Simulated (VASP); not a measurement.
# AlAu2 (I4/mmm) in VASP: further runs

Runs on AlAu2. Level: LDA. Tasks: single point.

All numbers are computed with VASP 6.6.1; they aren't measurements. Logs are shortened: lines on timing, memory, paths and dates and some standing lists are left out, and cuts for length are marked.

## Step 1: The cell of the first run

It takes space group I4/mmm (No. 139, tetragonal). Conventional cell: a = 3.248 Å, b = 3.248 Å, c = 8.963 Å, α = 90.00°, β = 90.00°, γ = 90.00°. Within 3.6 Å of Al (site symmetry 4/mmm) lie 10 Au at 2.69 to 3.07 Å and 4 Al at 3.25 Å. Au (site symmetry 4mm) has 5 Al at 2.69 to 3.07 Å and 9 Au at 2.82 to 3.25 Å within 3.6 Å.

## Step 2: Single point, LDA (15.76 Å³/atom, c/a of the conventional cell at fixed volume 2.7595)

Contents of INCAR:

```
ALGO = Fast
EDIFF = 1E-6
ENCUT = 520
ISIF = 2
ISMEAR = 0
LASPH = True
LCHARG = True
LELF = True
LREAL = False
LVHAR = True
LWAVE = False
NBANDS = 20
NELM = 100
PREC = Accurate
SIGMA = 0.15
```

Contents of KPOINTS:

```
k-points
0
Gamma
  16 16 16
```

Contents of POSCAR:

```
AlAu2
1.0
   -1.6239524285      1.6239524285      4.4812967265
    1.6239524285     -1.6239524285      4.4812967265
    1.6239524285      1.6239524285     -4.4812967265
Al Au
1 2
Direct
    0.0000000000      0.0000000000      0.0000000000
    0.6570428093      0.6570428093      0.0000000000
    0.3429571907      0.3429571907      0.0000000000
```

Potentials or basis: VASP PAW LDA potentials, release 64 (Al, Au).

On the command line:

```sh
$ cat potpaw_LDA.64/Al/POTCAR potpaw_LDA.64/Au/POTCAR > POTCAR
$ mpirun -np 1 vasp_std > vasp.out
```

OUTCAR:

```text
EDIFF = 1E-6
   ENCUT = 520
   ISIF = 2
   ISMEAR = 0
   LASPH = True
   LREAL = False
   NELM = 100
   PREC = Accurate

 ion  position               nearest neighbor table
   1  0.000  0.000  0.000-   2 2.69   2 2.69   2 2.69   3 2.69   2 2.69   3 2.69   3 2.69   3 2.69
                             2 3.07   3 3.07
   2  0.657  0.657  0.000-   1 2.69   1 2.69   1 2.69   1 2.69   3 2.82   3 2.84   3 2.84   3 2.84
                             3 2.84   1 3.07
   3  0.343  0.343  0.000-   1 2.69   1 2.69   1 2.69   1 2.69   2 2.82   2 2.84   2 2.84   2 2.84
                             2 2.84   1 3.07

  LATTYP: Found a body centered tetragonal cell.
 ALAT       =     3.2479048570
 C/A-ratio  =     2.7595000000

  Lattice vectors:

 A1 = (  -1.6239524285,   1.6239524285,   4.4812967265)
 A2 = (   1.6239524285,  -1.6239524285,   4.4812967265)
 A3 = (   1.6239524285,   1.6239524285,  -4.4812967265)

Analysis of symmetry for initial positions (statically):
=====================================================================
 Subroutine PRICEL returns:
 Original cell was already a primitive cell.

 Routine SETGRP: Setting up the symmetry group for a
 body centered tetragonal supercell.

 Subroutine GETGRP returns: Found 16 space group operations
 (whereof 16 operations were pure point group operations)
 out of a pool of 16 trial point group operations.

The static configuration has the point symmetry D_4h.

Analysis of symmetry for dynamics (positions and initial velocities):
=====================================================================
 Subroutine PRICEL returns:
 Original cell was already a primitive cell.

 Routine SETGRP: Setting up the symmetry group for a
 body centered tetragonal supercell.

 Subroutine GETGRP returns: Found 16 space group operations
 (whereof 16 operations were pure point group operations)
 out of a pool of 16 trial point group operations.

The dynamic configuration has the point symmetry D_4h.

 Subroutine INISYM returns: Found 16 space group operations
 (whereof 16 operations are pure point group operations),
 and found     1 'primitive' translations

----------------------------------------------------------------------------------------

                                     Primitive cell

  volume of cell :      47.2727

  direct lattice vectors                    reciprocal lattice vectors
    -1.623952428  1.623952428  4.481296727     0.000000000  0.307890792  0.111574848
     1.623952428 -1.623952428  4.481296727     0.307890792  0.000000000  0.111574848
     1.623952428  1.623952428 -4.481296727     0.307890792  0.307890792  0.000000000

  length of vectors
     5.035520165  5.035520165  5.035520165     0.327483872  0.327483872  0.435423334

  position of ions in fractional coordinates (direct lattice)
     0.000000000  0.000000000  0.000000000
     0.657042809  0.657042809  0.000000000
     0.342957191  0.342957191  0.000000000

  ion indices of the primitive-cell ions
   primitive index   ion index
                 1           1
                 2           2
                 3           3

----------------------------------------------------------------------------------------

 KPOINTS: k-points

Automatic generation of k-mesh.
 Grid dimensions read from file:
 generate k-points for:   16   16   16

 Generating k-lattice:

  Cartesian coordinates                     Fractional coordinates (reciprocal lattice)
     0.000000000  0.019243175  0.006973428     0.062500000  0.000000000 -0.000000000
     0.019243175  0.000000000  0.006973428     0.000000000  0.062500000 -0.000000000
     0.019243175  0.019243175  0.000000000     0.000000000  0.000000000  0.062500000

  Length of vectors
     0.020467742  0.020467742  0.027213958

  Shift w.r.t. Gamma in fractional coordinates (k-lattice)
     0.000000000  0.000000000  0.000000000

 Subroutine IBZKPT returns following result:
 ===========================================

 Found    349 irreducible k-points:

 Following reciprocal coordinates:
            Coordinates               Weight
  0.000000  0.000000  0.000000      1.000000
  0.062500  0.000000 -0.000000      8.000000
  0.125000  0.000000 -0.000000      8.000000
  0.187500  0.000000 -0.000000      8.000000
  0.250000  0.000000 -0.000000      8.000000
  0.312500  0.000000  0.000000      8.000000
[... 16 lines left out ...]
 -0.125000  0.062500  0.000000     16.000000
 -0.062500  0.062500  0.000000      4.000000
 [... further k-points ...]
   k-points           NKPTS =    349   k-points in BZ     NKDIM =    349   number of bands    NBANDS=     20
   number of dos      NEDOS =    301   number of ions     NIONS =      3
   total plane-waves  NPLWV =  64000
   dimension x,y,z NGX =    40 NGY =   40 NGZ =   40
   dimension x,y,z NGXF=    80 NGYF=   80 NGZF=   80
   ions per type =               1   2
   NGX,Y,Z   is equivalent  to a cutoff of  13.21, 13.21, 13.21 a.u.
   NGXF,Y,Z  is equivalent  to a cutoff of  26.41, 26.41, 26.41 a.u.
 SYSTEM =  unknown system
   PREC   = accura    normal or accurate (medium, high low for compatibility)
   ISTART =      0    job   : 0-new  1-cont  2-samecut
   ICHARG =      2    charge: 1-file 2-atom 10-const
   ISPIN  =      1    spin polarized calculation?
   LNONCOLLINEAR =      F non collinear calculations
   LSORBIT =      F    spin-orbit coupling
   LASPH  =      T    aspherical Exc in radial PAW
   ENCUT  =  520.0 eV  38.22 Ry    6.18 a.u.   9.36  9.36  9.36*2*pi/ulx,y,z
   NELM   =    100;   NELMIN=  2; NELMDL= -5     # of ELM steps
   EDIFF  = 0.1E-05   stopping-criterion for ELM
   LREAL  =      F    real-space projection
   EDIFFG = 0.1E-04   stopping-criterion for IOM
   NSW    =      0    number of steps for IOM
   IBRION =     -1    ionic relax: 0-MD 1-quasi-New 2-CG
   NFREE  =      0    steps in history (QN), initial steepest desc. (CG)
   ISIF   =      2    stress and relaxation
   ISYM   =      2    0-nonsym 1-usesym 2-fastsym
   POTIM  = 0.5000    time-step for ionic-motion
   TEBEG  =    0.0;   TEEND  =   0.0 temperature during run
   PSTRESS=    0.0 pullay stress
   NELECT =      25.0000    total number of electrons
   NUPDOWN=      -1.0000    fix difference up-down
   EMIN   =  10.00;   EMAX   =-10.00  energy-range for DOS
   EFERMI =   0.00;   METHOD = LEGACY
   ISMEAR =     0;   SIGMA  =   0.15  broadening in eV -4-tet -1-fermi 0-gaus
   EFERMI_NEDOS =   21; number of points for ismear=-14 and -15
   IALGO  =     68    algorithm
   IMIX   =      4    mixing-type and parameters
     AMIX     =   0.40;   BMIX     =  1.00
     AMIX_MAG =   1.60;   BMIX_MAG =  1.00
  volume/ion in A,a.u.               =      15.76       106.34
  Fermi-wavevector in a.u.,A,eV,Ry     =   1.323888  2.501786 23.846668  1.752681
  Thomas-Fermi vector in A             =   2.453463
   LORBIT       =      0    0 simple, 1 ext, 2 COOP (PROOUT), +10 PAW based schemes
   GGA     = CA    functional components
   LHFCALC =     F    Hartree Fock is set to
   AEXX    =    0.0000 exact exchange contribution
   IVDW    =     0    specifies the selected vdW correction
   LEPSILON=     F    determine dielectric tensor
   LRPA    =     F    only Hartree local field effects (RPA)
 non-spin polarized calculation
 RMM-DIIS sequential band-by-band and
 Gauss-broadening in eV      SIGMA  =   0.15
  energy-cutoff  :      520.00
  volume of cell :       47.27
 maximum number of plane-waves:      1294
 NGX is ok and might be reduce to    40
   NGX = 19   NGY = 19   NGZ = 19

 number of electron      25.0000001 magnetization

 Free energy of the ion-electron system (eV)
  ---------------------------------------------------
  ext. energy  EPLUGINS =         0.00000000
  ---------------------------------------------------
  free energy    TOTEN  =       -14.15662745 eV

  energy without entropy =      -14.15006673  energy(sigma->0) =      -14.15334709

 E-fermi :  10.2836     XC(G=0): -12.4809

 val. band max:       10.2632478380   @ k =   0.4375   0.3750   0.0625
 cond. band min:      10.2869767867   @ k =  -0.4375   0.2500   0.0625
 fundamental gap:      0.0237289488
 Fermi energy:        10.2835852413

 k-point     1 :       0.0000    0.0000    0.0000
  band No.  band energies     occupation
      1      -1.1519      2.00000
      2       2.9906      2.00000
      3       3.4923      2.00000
      4       4.6040      2.00000
      5       4.8193      2.00000
      6       5.0637      2.00000
[... 12 lines left out ...]
     19      17.8963      0.00000
     20      19.9178      0.00000

 k-point     2 :       0.0625    0.0000   -0.0000
  band No.  band energies     occupation
      1      -1.0779      2.00000
      2       3.0222      2.00000
      3       3.5134      2.00000
      4       4.5465      2.00000
      5       4.7653      2.00000
      6       4.9145      2.00000
[... 12 lines left out ...]
     19      18.6745      0.00000
     20      20.5607      0.00000

 k-point     3 :       0.1250    0.0000   -0.0000
  band No.  band energies     occupation
      1      -0.8581      2.00000
      2       3.0917      2.00000
      3       3.5896      2.00000
      4       4.2678      2.00000
      5       4.6927      2.00000
      6       4.7818      2.00000
[... 12 lines left out ...]
     19      20.0304      0.00000
     20      21.6052      0.00000

 k-point     4 :       0.1875    0.0000   -0.0000
  band No.  band energies     occupation
      1      -0.5007      2.00000
      2       3.1317      2.00000
      3       3.7075      2.00000
      4       3.9525      2.00000
      5       4.4924      2.00000
      6       4.8671      2.00000
[... 12 lines left out ...]
     19      21.4313      0.00000
     20      22.2538      0.00000

 k-point     5 :       0.2500    0.0000   -0.0000
  band No.  band energies     occupation
      1      -0.0212      2.00000
      2       3.0627      2.00000
      3       3.5758      2.00000
      4       4.0249      2.00000
      5       4.3312      2.00000
      6       4.7630      2.00000
[... 12 lines left out ...]
     19      22.2139      0.00000
     20      22.7510      0.00000
[... 353 lines left out ...]
      6       4.7499      2.00000
[... 12 lines left out ...]
     19      21.9618      0.00000
     20      22.7979      0.00000

 k-point    22 :      -0.1875    0.0625    0.0000
  band No.  band energies     occupation
      1      -0.4814      2.00000
      2       3.2443      2.00000
      3       3.7571      2.00000
      4       3.9298      2.00000
      5       4.4446      2.00000
      6       4.8231      2.00000
[... 12 lines left out ...]
     19      21.4325      0.00000
     20      22.8081      0.00000

 k-point    23 :      -0.1250    0.0625    0.0000
  band No.  band energies     occupation
      1      -0.8206      2.00000
      2       3.1745      2.00000
      3       3.6177      2.00000
      4       4.2645      2.00000
      5       4.5920      2.00000
      6       4.7879      2.00000
[... 12 lines left out ...]
     19      20.0363      0.00000
     20      22.1879      0.00000

 k-point    24 :      -0.0625    0.0625    0.0000
  band No.  band energies     occupation
      1      -1.0219      2.00000
      2       3.0759      2.00000
      3       3.5397      2.00000
      4       4.5233      2.00000
      5       4.6810      2.00000
      6       4.8481      2.00000
[... 12 lines left out ...]
     19      18.8700      0.00000
     20      21.1411      0.00000

 [... further k-points ...]
[... 5 lines left out ...]
  --------------------------------------------------------------------------------------
  -------------------------------------------------------------------------------------
  Total        0.4084677      0.4084677     -1.0562214      0.0000000      0.0000000      0.0000000
  in kB       13.8438870     13.8438870    -35.7977117      0.0000000      0.0000000      0.0000000
  external PRESSURE =      -2.7033126 kB  Pullay stress =       0.0000000 kB

 VOLUME and BASIS-vectors are now :
 -----------------------------------------------------------------------------
  energy-cutoff  :      520.00
  volume of cell :       47.27
      direct lattice vectors                 reciprocal lattice vectors
    -1.623952428  1.623952428  4.481296727     0.000000000  0.307890792  0.111574848
     1.623952428 -1.623952428  4.481296727     0.307890792  0.000000000  0.111574848
     1.623952428  1.623952428 -4.481296727     0.307890792  0.307890792  0.000000000

 POSITION                                       TOTAL-FORCE (eV/Angst)
 -----------------------------------------------------------------------------------
      0.00000      0.00000      0.00000         0.000000      0.000000      0.000000
      0.00000      0.00000      5.88881        -0.000000     -0.000000     -0.387162
      0.00000      0.00000      3.07379        -0.000000     -0.000000      0.387162
 -----------------------------------------------------------------------------------
    total drift:                                0.000000      0.000000     -0.000000

  FREE ENERGIE OF THE ION-ELECTRON SYSTEM (eV)
  ---------------------------------------------------
  free  energy   TOTEN  =       -14.1566274464 eV

  energy  without entropy=      -14.1500667346  energy(sigma->0) =      -14.15334709
```

Run time: 15 min. Hardware: 1 thread of Intel Xeon 8259CL, shared host; peak memory 0.43 GiB.

Results:

- Free energy: -14.1566 eV
- Pressure: -0.3 GPa
- Largest force: 0.387 eV/Å
- Band gap on the k mesh: zero (an odd number of electrons rules out a gap without spin polarisation)

Forces on the atoms (eV/Å):
```
Al   0.000  0.000  0.000
Au   0.000  0.000 -0.387
Au   0.000  0.000  0.387
```

Stress tensor (GPa, compression positive):
```
 1.38  0.00  0.00
 0.00  1.38  0.00
 0.00  0.00 -3.58
```

Caveat: the cell differs from its parent crystal (c/a of the conventional cell at fixed volume 2.7595); spin-orbit coupling is left out, which moves the levels of the heavy elements.

(Continued in part 2 of 2.)

The gap in the log of VASP goes by the Fermi energy; the results here count the filled bands.